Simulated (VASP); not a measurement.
# As (I4_1/amd) in VASP: a series of runs

Runs on As. Level: PBE. Tasks: single point, relaxation of cell and atoms.

Everything below comes from runs of VASP 6.6.1. Logs are shortened: lines on timing, memory, paths and dates and some standing lists are left out, and cuts for length are marked.

## 1. The cell of the first run

It takes space group I4_1/amd (No. 141, tetragonal). The conventional cell has a = 6.974 Å, b = 6.974 Å, c = 5.233 Å, α = 90.00°, β = 90.00°, γ = 90.00°. As (site symmetry -4m2) has 4 As at 2.63 Å within 3.5 Å. Within 3.5 Å of As (site symmetry 2/m) lie 8 As at 2.63 to 3.49 Å.

## 2. Single point, PBE

Contents of INCAR:

```
SYSTEM = As
PREC = Accurate
ENCUT = 520
EDIFF = 1E-6
ISMEAR = 0
SIGMA = 0.1
LREAL = .False.
LASPH = .True.
NELM = 100
ALGO = Normal
ISIF = 2
LWAVE = .False.
LCHARG = .False.
GGA = PE
NBANDS = 24
```

Contents of KPOINTS:

```
regular mesh
0
Gamma
  10 10 10
  0 0 0
```

Contents of POSCAR:

```
As
1.0
   -3.4872048942      3.4872048942      2.6165207199
    3.4872048942     -3.4872048942      2.6165207199
    3.4872048942      3.4872048942     -2.6165207199
As
6
Direct
    0.0000000000      0.0000000000      0.0000000000
    0.7500000000      0.2500000000      0.5000000000
    0.3750000000      0.6250000000      0.7500000000
    0.3750000000      0.1250000000      0.7500000000
    0.3750000000      0.6250000000      0.2500000000
    0.8750000000      0.6250000000      0.2500000000
```

Potentials or basis: VASP PAW PBE potentials, release 64 (As).

Started as:

```sh
cat potpaw_PBE.64/As/POTCAR > POTCAR
mpirun -np 1 vasp_std > vasp.out
```

OUTCAR:

```text
SYSTEM = As
   PREC = Accurate
   ENCUT = 520
   EDIFF = 1E-6
   ISMEAR = 0
   LREAL = .False.
   LASPH = .True.
   NELM = 100
   ISIF = 2
   GGA = PE

 ion  position               nearest neighbor table
   1  0.000  0.000  0.000-   5 2.63   4 2.63   6 2.63   3 2.63
   2  0.750  0.250  0.500-   3 2.63   4 2.63   6 2.63   5 2.63
   3  0.375  0.625  0.750-   1 2.63   2 2.63   5 2.79   5 2.79   4 2.79   4 2.79
   4  0.375  0.125  0.750-   1 2.63   2 2.63   3 2.79   6 2.79   3 2.79   6 2.79
   5  0.375  0.625  0.250-   2 2.63   1 2.63   6 2.79   3 2.79   3 2.79   6 2.79
   6  0.875  0.625  0.250-   1 2.63   2 2.63   4 2.79   5 2.79   5 2.79   4 2.79

  LATTYP: Found a body centered tetragonal cell.
 ALAT       =     6.9744097884
 C/A-ratio  =     0.7503203280

  Lattice vectors:

 A1 = (  -3.4872048942,   3.4872048942,   2.6165207199)
 A2 = (   3.4872048942,  -3.4872048942,   2.6165207199)
 A3 = (   3.4872048942,   3.4872048942,  -2.6165207199)

Analysis of symmetry for initial positions (statically):
=====================================================================
 Subroutine PRICEL returns:
 Original cell was already a primitive cell.

 Routine SETGRP: Setting up the symmetry group for a
 body centered tetragonal supercell.

 Subroutine GETGRP returns: Found 16 space group operations
 (whereof  8 operations were pure point group operations)
 out of a pool of 16 trial point group operations.

The static configuration has the point symmetry D_2d.
 The point group associated with its full space group is D_4h.

Analysis of symmetry for dynamics (positions and initial velocities):
=====================================================================
 Subroutine PRICEL returns:
 Original cell was already a primitive cell.

 Routine SETGRP: Setting up the symmetry group for a
 body centered tetragonal supercell.

 Subroutine GETGRP returns: Found 16 space group operations
 (whereof  8 operations were pure point group operations)
 out of a pool of 16 trial point group operations.

The dynamic configuration has the point symmetry D_2d.
 The point group associated with its full space group is D_4h.

 Subroutine INISYM returns: Found 16 space group operations
 (whereof  8 operations are pure point group operations),
 and found     1 'primitive' translations

----------------------------------------------------------------------------------------

                                     Primitive cell

  volume of cell :     127.2738

  direct lattice vectors                    reciprocal lattice vectors
    -3.487204894  3.487204894  2.616520720     0.000000000  0.143381308  0.191093461
     3.487204894 -3.487204894  2.616520720     0.143381308  0.000000000  0.191093461
     3.487204894  3.487204894 -2.616520720     0.143381308  0.143381308  0.000000000

  length of vectors
     5.582774993  5.582774993  5.582774993     0.238903559  0.238903559  0.202771791

  position of ions in fractional coordinates (direct lattice)
     0.000000000  0.000000000  0.000000000
     0.750000000  0.250000000  0.500000000
     0.375000000  0.625000000  0.750000000
     0.375000000  0.125000000  0.750000000
     0.375000000  0.625000000  0.250000000
     0.875000000  0.625000000  0.250000000

  ion indices of the primitive-cell ions
   primitive index   ion index
                 1           1
                 2           2
                 3           3
                 4           4
                 5           5
                 6           6

----------------------------------------------------------------------------------------

 KPOINTS: regular mesh

Automatic generation of k-mesh.
 Grid dimensions read from file:
 generate k-points for:   10   10   10

 Generating k-lattice:

  Cartesian coordinates                     Fractional coordinates (reciprocal lattice)
     0.000000000  0.014338131  0.019109346     0.100000000 -0.000000000  0.000000000
     0.014338131  0.000000000  0.019109346    -0.000000000  0.100000000  0.000000000
     0.014338131  0.014338131  0.000000000     0.000000000  0.000000000  0.100000000

  Length of vectors
     0.023890356  0.023890356  0.020277179

  Shift w.r.t. Gamma in fractional coordinates (k-lattice)
     0.000000000  0.000000000  0.000000000

 Subroutine IBZKPT returns following result:
 ===========================================

 Found    102 irreducible k-points:

 Following reciprocal coordinates:
            Coordinates               Weight
  0.000000  0.000000  0.000000      1.000000
  0.100000  0.000000  0.000000      8.000000
  0.200000  0.000000  0.000000      8.000000
  0.300000 -0.000000  0.000000      8.000000
  0.400000 -0.000000  0.000000      8.000000
  0.500000  0.000000  0.000000      4.000000
[... 16 lines left out ...]
  0.300000  0.300000  0.000000      8.000000
  0.400000  0.300000 -0.000000     16.000000
 [... further k-points ...]
   k-points           NKPTS =    102   k-points in BZ     NKDIM =    102   number of bands    NBANDS=     24
   number of dos      NEDOS =    301   number of ions     NIONS =      6
   total plane-waves  NPLWV =  74088
   dimension x,y,z NGX =    42 NGY =   42 NGZ =   42
   dimension x,y,z NGXF=    84 NGYF=   84 NGZF=   84
   ions per type =               6
   NGX,Y,Z   is equivalent  to a cutoff of  12.51, 12.51, 12.51 a.u.
   NGXF,Y,Z  is equivalent  to a cutoff of  25.01, 25.01, 25.01 a.u.
 SYSTEM =  As
   PREC   = accura    normal or accurate (medium, high low for compatibility)
   ISTART =      0    job   : 0-new  1-cont  2-samecut
   ICHARG =      2    charge: 1-file 2-atom 10-const
   ISPIN  =      1    spin polarized calculation?
   LNONCOLLINEAR =      F non collinear calculations
   LSORBIT =      F    spin-orbit coupling
   LASPH  =      T    aspherical Exc in radial PAW
   ENCUT  =  520.0 eV  38.22 Ry    6.18 a.u.  10.38 10.38 10.38*2*pi/ulx,y,z
   NELM   =    100;   NELMIN=  2; NELMDL= -5     # of ELM steps
   EDIFF  = 0.1E-05   stopping-criterion for ELM
   LREAL  =      F    real-space projection
   EDIFFG = 0.1E-04   stopping-criterion for IOM
   NSW    =      0    number of steps for IOM
   IBRION =     -1    ionic relax: 0-MD 1-quasi-New 2-CG
   NFREE  =      0    steps in history (QN), initial steepest desc. (CG)
   ISIF   =      2    stress and relaxation
   ISYM   =      2    0-nonsym 1-usesym 2-fastsym
   POTIM  = 0.5000    time-step for ionic-motion
   TEBEG  =    0.0;   TEEND  =   0.0 temperature during run
   PSTRESS=    0.0 pullay stress
   NELECT =      30.0000    total number of electrons
   NUPDOWN=      -1.0000    fix difference up-down
   EMIN   =  10.00;   EMAX   =-10.00  energy-range for DOS
   EFERMI =   0.00;   METHOD = LEGACY
   ISMEAR =     0;   SIGMA  =   0.10  broadening in eV -4-tet -1-fermi 0-gaus
   EFERMI_NEDOS =   21; number of points for ismear=-14 and -15
   IALGO  =     38    algorithm
   IMIX   =      4    mixing-type and parameters
     AMIX     =   0.40;   BMIX     =  1.00
     AMIX_MAG =   1.60;   BMIX_MAG =  1.00
  volume/ion in A,a.u.               =      21.21       143.15
  Fermi-wavevector in a.u.,A,eV,Ry     =   1.011274  1.911031 13.914342  1.022675
  Thomas-Fermi vector in A             =   2.144314
   LORBIT       =      0    0 simple, 1 ext, 2 COOP (PROOUT), +10 PAW based schemes
   GGA     = PE    functional components
   LHFCALC =     F    Hartree Fock is set to
   AEXX    =    0.0000 exact exchange contribution
   IVDW    =     0    specifies the selected vdW correction
   LEPSILON=     F    determine dielectric tensor
   LRPA    =     F    only Hartree local field effects (RPA)
 non-spin polarized calculation
 Gauss-broadening in eV      SIGMA  =   0.10
  energy-cutoff  :      520.00
  volume of cell :      127.27
 maximum number of plane-waves:      3446
 NGX is ok and might be reduce to    42
   NGX = 21   NGY = 21   NGZ = 21

 number of electron      29.9999999 magnetization

 Free energy of the ion-electron system (eV)
  ---------------------------------------------------
  ext. energy  EPLUGINS =         0.00000000
  ---------------------------------------------------
  free energy    TOTEN  =       -26.57958512 eV

  energy without entropy =      -26.56410164  energy(sigma->0) =      -26.57184338

 E-fermi :   5.2261     XC(G=0): -10.0978

 val. band max:        5.2236649363   @ k =  -0.4000  -0.4000   0.3000
 cond. band min:       5.2371984592   @ k =  -0.3000  -0.4000   0.2000
 fundamental gap:      0.0135335229
 Fermi energy:         5.2260836033

 k-point     1 :       0.0000    0.0000    0.0000
  band No.  band energies     occupation
      1      -9.4385      2.00000
      2      -5.5003      2.00000
      3      -5.2382      2.00000
      4      -5.2382      2.00000
      5      -3.3997      2.00000
      6      -3.3635      2.00000
[... 16 lines left out ...]
     23      11.3138      0.00000
     24      11.3138      0.00000

 k-point     2 :       0.1000    0.0000    0.0000
  band No.  band energies     occupation
      1      -9.3639      2.00000
      2      -5.7355      2.00000
      3      -5.2642      2.00000
      4      -5.0985      2.00000
      5      -3.6746      2.00000
      6      -3.4461      2.00000
[... 16 lines left out ...]
     23      10.9527      0.00000
     24      11.0137      0.00000

 k-point     3 :       0.2000    0.0000    0.0000
  band No.  band energies     occupation
      1      -9.1418      2.00000
      2      -6.0061      2.00000
      3      -5.3346      2.00000
      4      -5.3293      2.00000
      5      -4.1928      2.00000
      6      -3.3213      2.00000
[... 16 lines left out ...]
     23      10.3540      0.00000
     24      10.4048      0.00000
[... 514 lines left out ...]
 k-point    23 :       0.3000    0.3000    0.0000
  band No.  band energies     occupation
      1      -7.6130      2.00000
      2      -7.3066      2.00000
      3      -6.7861      2.00000
      4      -5.8831      2.00000
      5      -4.2752      2.00000
      6      -2.5026      2.00000
[... 16 lines left out ...]
     23      10.3382      0.00000
     24      10.9200      0.00000

 k-point    24 :       0.4000    0.3000   -0.0000
  band No.  band energies     occupation
      1      -7.9207      2.00000
      2      -7.4779      2.00000
      3      -6.3309      2.00000
      4      -5.6434      2.00000
      5      -4.1339      2.00000
      6      -2.6715      2.00000
[... 16 lines left out ...]
     23      10.4015      0.00000
     24      10.6715      0.00000

 [... further k-points ...]

------------------------ aborting loop because EDIFF is reached ----------------------------------------

  FORCE on cell =-STRESS in cart. coord.  units (eV):
  Direction    XX          YY          ZZ          XY          YZ          ZX
  --------------------------------------------------------------------------------------
  -------------------------------------------------------------------------------------
  Total        0.0964319      0.0964319      0.1636654      0.0000000      0.0000000      0.0000000
  in kB        1.2139254      1.2139254      2.0602894      0.0000000      0.0000000      0.0000000
  external PRESSURE =       1.4960467 kB  Pullay stress =       0.0000000 kB

 VOLUME and BASIS-vectors are now :
 -----------------------------------------------------------------------------
  energy-cutoff  :      520.00
  volume of cell :      127.27
      direct lattice vectors                 reciprocal lattice vectors
    -3.487204894  3.487204894  2.616520720     0.000000000  0.143381308  0.191093461
     3.487204894 -3.487204894  2.616520720     0.143381308  0.000000000  0.191093461
     3.487204894  3.487204894 -2.616520720     0.143381308  0.143381308  0.000000000

 POSITION                                       TOTAL-FORCE (eV/Angst)
 -----------------------------------------------------------------------------------
      0.00000      0.00000      0.00000        -0.000000     -0.000000      0.000000
     -0.00000      3.48720      1.30826        -0.000000     -0.000000     -0.000000
      3.48720      1.74360      0.65413         0.000000      0.000000      0.000000
      1.74360      3.48720     -0.65413         0.000000      0.000000      0.000000
      1.74360      0.00000      1.96239         0.000000      0.000000      0.000000
      0.00000      1.74360      3.27065         0.000000      0.000000      0.000000
 -----------------------------------------------------------------------------------
    total drift:                               -0.000000      0.000000      0.000000

  FREE ENERGIE OF THE ION-ELECTRON SYSTEM (eV)
  ---------------------------------------------------
  free  energy   TOTEN  =       -26.5795851213 eV

  energy  without entropy=      -26.5641016378  energy(sigma->0) =      -26.57184338
```

Run time: 5.6 min. Hardware: 1 thread of AMD EPYC 7R43 (Zen 3), shared host; peak memory 0.34 GiB.

What came out:

* Free energy: -26.5796 eV
* Pressure: 0.1 GPa
* Band gap on the k mesh: zero (band 15 reaches 5.94 eV, above the bottom of band 16 at 4.55 eV)

Stress tensor (GPa, compression positive):
```
0.12 0.00 0.00
0.00 0.12 0.00
0.00 0.00 0.21
```

## 3. Relaxation of cell and atoms, PBE

This run uses another cell than the first one, of 21.13 Å³/atom, 0.996 times its volume.

Contents of INCAR:

```
SYSTEM = As
PREC = Accurate ; ENCUT = 600
EDIFF = 1E-6 ; ISMEAR = 0
SIGMA = 0.1 ; LREAL = .FALSE.
LASPH = .TRUE. ; NELM = 100
ALGO = Normal ; ISIF = 3
LWAVE = .FALSE. ; LCHARG = .FALSE.
GGA = PE ; IBRION = 2
NSW = 100 ; EDIFFG = -0.01
```

Contents of KPOINTS:

```
regular mesh
0
G
  10 10 10
  0 0 0
```

POSCAR, as its differences from that of step 2:

```diff
@@ -2,5 +2,5 @@
 1.0
-   -3.4872048942      3.4872048942      2.6165207199
-    3.4872048942     -3.4872048942      2.6165207199
-    3.4872048942      3.4872048942     -2.6165207199
+   -3.4746582925      3.4746582925      2.6248210337
+    3.4746582925     -3.4746582925      2.6248210337
+    3.4746582925      3.4746582925     -2.6248210337
 As
```

Potentials or basis: VASP PAW PBE potentials, release 64 (As).

Started as:

```sh
cat potpaw_PBE.64/As/POTCAR > POTCAR
mpirun -np 1 vasp_std > vasp.out
```

Run time: 18 min. Hardware: 1 thread of AMD EPYC 7R43 (Zen 3), shared host; peak memory 0.46 GiB.

Results (log left out):

```yaml
Free_energy: -26.5798 eV
Relaxed_volume: 21.25 Å³/atom
Relaxed_cell: a = 5.586 Å, b = 5.586 Å, c = 5.586 Å, α = 102.70°, β = 102.70°, γ = 124.08°
Space_group_after_relaxing_to_0.05_Å: I4_1/amd (No. 141)
Energy_gained_by_relaxing: 0.2 meV/atom
Ionic_steps: 5
Pressure_after_relaxing: 0.0 GPa
Band_gap_on_the_k_mesh: zero (band 15 reaches 5.92 eV, above the bottom of band 16 at 4.54 eV)
```

Step by step:
```csv
step,energy change (eV),largest force (eV/Å),pressure (GPa),volume (Å³)
1,0.0000,0.0000,0.32,126.76
2,-0.0008,0.0000,-0.08,127.53
3,-0.0008,0.0000,-0.07,127.49
4,-0.0011,0.0000,-0.03,127.51
5,-0.0012,0.0000,0.00,127.52
```

Final structure:
```
As
1.0
    -3.48892    3.48892    2.61902
     3.48892   -3.48892    2.61902
     3.48892    3.48892   -2.61902
As
6
Direct
  0.00000 0.00000 0.00000
  0.75000 0.25000 0.50000
  0.37500 0.62500 0.75000
  0.37500 0.12500 0.75000
  0.37500 0.62500 0.25000
  0.87500 0.62500 0.25000
```

Levels at points of the mesh, in eV from the Fermi level:
| k point | band 11 | band 12 | band 13 | band 14 | band 15 | band 16 | band 17 | band 18 | band 19 |
| --- | --- | --- | --- | --- | --- | --- | --- | --- | --- |
| (0.00, 0.00, 0.00) | -4.07 | -2.55 | -2.55 | -1.98 | -1.98 | -0.05 | 3.14 | 3.42 | 3.78 |
| (0.50, 0.00, 0.00) | -2.36 | -1.82 | -1.04 | -1.04 | -0.53 | 0.54 | 0.86 | 1.15 | 2.41 |
| (0.50, 0.50, 0.00) | -1.49 | -1.49 | -1.17 | -1.17 | -0.67 | -0.67 | 0.43 | 0.43 | 2.58 |
| (0.50, 0.50, 0.50) | -1.90 | -1.90 | -0.79 | -0.79 | -0.27 | -0.27 | 0.50 | 0.50 | 0.92 |

## 4. Single point, PBE

This run uses another cell than the first one, of 21.13 Å³/atom, 0.996 times its volume.

Contents of INCAR:

```
PREC = Accurate ; ENCUT = 520
EDIFF = 1E-6 ; ISMEAR = 0
SIGMA = 0.1 ; LREAL = False
LASPH = True ; NELM = 100
ALGO = Normal ; ISIF = 2
LWAVE = False ; LCHARG = True
GGA = PE ; LELF = True
LVHAR = True ; NBANDS = 24
```

Contents of KPOINTS:

```
regular mesh
0
Gamma
  6 6 6
```

POSCAR is that of step 3.

Started as:

```sh
cat potpaw_PBE.64/As/POTCAR > POTCAR
mpirun -np 1 vasp_std > vasp.out
```

Run time: 1.9 min. Hardware: 1 thread of AMD EPYC 7R43 (Zen 3), shared host; peak memory 0.23 GiB.

The run converged. Its results:

* Free energy: -26.6013 eV
* Pressure: 0.2 GPa
* Band gap on the k mesh: zero (band 15 reaches 5.74 eV, above the bottom of band 16 at 4.59 eV)

Stress tensor (GPa, compression positive):
```
0.13 0.00 0.00
0.00 0.13 0.00
0.00 0.00 0.22
```

Levels at points of the mesh, in eV from the Fermi level:
```csv
k point,band 12,band 13,band 14,band 15,band 16,band 17,band 18,band 19
"(0.00, 0.00, 0.00)",-2.52,-2.52,-2.04,-2.04,-0.03,3.14,3.44,3.81
"(0.50, 0.00, 0.00)",-1.86,-1.03,-1.02,-0.51,0.50,0.84,1.14,2.41
"(0.50, 0.50, 0.00)",-1.50,-1.15,-1.15,-0.68,-0.68,0.42,0.42,2.58
"(0.50, 0.50, 0.50)",-1.93,-0.78,-0.78,-0.23,-0.23,0.56,0.56,0.94
```

(Continued in part 2 of 2.)
